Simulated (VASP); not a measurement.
Crystal: WS2 (Tungstenite).

```
W S
1.0
     1.56840    0.90552    6.12197
    -1.56840    0.90552    6.12197
     0.00000   -1.81104    6.12197
W S
1 2
Direct
  0.00000 0.00000 0.00000
  0.58100 0.58100 0.58100
  0.75030 0.75030 0.75030
```

This cell differs from its parent crystal: volume scaled by 0.98.

Program: VASP 6.6.1. Alike in all runs: task single point; no spin polarisation; cell as given; k mesh 10 × 10 × 10; cutoff (eV) 520; smearing fermi-dirac 0.05 eV.

**Question.** Order these runs on this cell by their pressure, lowest first.
A. level LDA; potentials or basis VASP PAW LDA potentials, release 64 (W_sv, S)
B. level PBE; potentials or basis VASP PAW PBE potentials, release 64 (W_sv, S)
C. level r2SCAN; potentials or basis VASP PAW PBE potentials, release 64 (W_sv, S)

**Answer.** A (0.2 GPa), C (6.6 GPa), B (8.3 GPa).

Caveats: the PAW data sets were made with another functional, which shifts forces and pressure a little (some runs).
